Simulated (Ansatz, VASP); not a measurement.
## Two plane-wave programs on MgS

```xyz
2
Lattice="0.0000 2.6016 2.6016 2.6016 0.0000 2.6016 2.6016 2.6016 0.0000" Properties=species:S:1:pos:R:3 pbc="T T T"
S     2.6016    2.6016    2.6016
Mg    0.0000    0.0000    0.0000
```

Alike in both runs: functional HSE06; k mesh 6 × 6 × 6; occupations fermi-dirac, width 0.05 eV; no spin polarisation.

|  | VASP | Ansatz |
| --- | --- | --- |
| version | VASP 6.6.1 | Ansatz 0.2.0 |
| potentials or method | VASP PAW PBE potentials, release 64 (S, Mg) | Ansatz PAW |
| plane-wave cutoff (eV) | 520 | 420 |
| valence electrons in the cell | 8 | 16 |
| task | single point | band structure |

VASP gave:

```
gap on the k mesh at the Fermi level (eV) : 3.75
least direct gap on the mesh (eV)         : 4.79
pressure (GPa)                            : -0.7
```

Question: What did Ansatz give for the same quantities?

Answer: gap on the k mesh at the Fermi level (eV): 3.80; least direct gap on the mesh (eV): 4.83; pressure (GPa): -0.4.

VASP's potentials hold 8 valence electrons a cell and Ansatz's 16, so a difference there can come from the potentials and not from the codes.
